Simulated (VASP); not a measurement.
Runs of VASP 6.6.1 on Zr4Si3. The structure is that of space group P6/mmm (No. 191), or close to it. The cells are those of the table. 

| cell | k mesh | gap on the mesh (eV) | pressure (GPa) | largest force (eV/Å) |
| --- | --- | --- | --- | --- |
| a = 5.319, b = 5.319, c = 5.197 Å, angles 90.0, 90.0, 120.0°, 7 atoms | 4 × 4 × 3 | none | 0.1 | (a) |
| a = 5.322, b = 5.322, c = 5.194 Å, angles 90.0, 90.0, 120.0°, 7 atoms | 4 × 4 × 3 | none | 0.1 | 0.01 |
| a = 4.747, b = 4.747, c = 8.245 Å, angles 90.0, 90.0, 120.0°, 7 atoms | 4 × 4 × 2 | none | 0.7 | 0.01 |
| a = 5.936, b = 5.936, c = 4.910 Å, angles 90.0, 90.0, 120.0°, 7 atoms | 4 × 4 × 3 | none | 0.1 | - |
| a = 6.005, b = 6.005, c = 5.265 Å, angles 90.0, 90.0, 120.0°, 7 atoms | 4 × 4 × 3 | none | 0.5 | - |
| a = 6.023, b = 6.023, c = 5.267 Å, angles 90.0, 90.0, 120.0°, 7 atoms | 4 × 4 × 3 | none | 0.1 | - |

Alike in all rows: task single point; level PBE; potentials or basis VASP PAW PBE potentials, release 64 (Zr_sv, Si); no spin polarisation; cutoff (eV) 500; smearing gaussian 0.2 eV.

Task: Estimate the missing entries.

Result: (a) 0.03.

Caveats: all runs use coarse meshes.

A k mesh can miss the band edges, and the runs leave out spin-orbit coupling on Zr.

A gap of «none» marks levels without a gap at the run's occupations.
